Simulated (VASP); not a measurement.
Here is a VASP 6.6.1 calculation.

INCAR

```
SYSTEM = Hf
PREC = Accurate ; ENCUT = 520
EDIFF = 1E-6 ; ISMEAR = -1
SIGMA = 0.1 ; LREAL = .FALSE.
LASPH = .TRUE. ; NELM = 100
ALGO = Normal ; ISIF = 2
LWAVE = .FALSE. ; LCHARG = .FALSE.
GGA = RP ; NBANDS = 11
```

Contents of KPOINTS:

```
regular mesh
0
G
  12 12 12
  0 0 0
```

File POSCAR:

```
Hf
1.0
    2.8261213096      0.0000000000      0.0000000000
    0.0000000000      2.8261213096      0.0000000000
    0.0000000000      0.0000000000      2.8261213096
Hf
1
Direct
    0.0000000000      0.0000000000      0.0000000000
```

Potentials or basis: VASP PAW PBE potentials, release 64 (Hf_pv).

Launch:

```sh
$ cat potpaw_PBE.64/Hf_pv/POTCAR > POTCAR
$ mpirun -np 1 vasp_std > vasp.out
```

**Question.** What does it give for the band gap on the k mesh?

**Answer.** Zero (band 5 reaches 5.50 eV, above the bottom of band 6 at 2.88 eV).

**Question.** What does it give for the pressure?

**Answer.** 10.8 GPa.

Caveat: the PAW data sets were made with another functional, which shifts forces and pressure a little; spin-orbit coupling is left out, which moves the levels of the heavy elements.
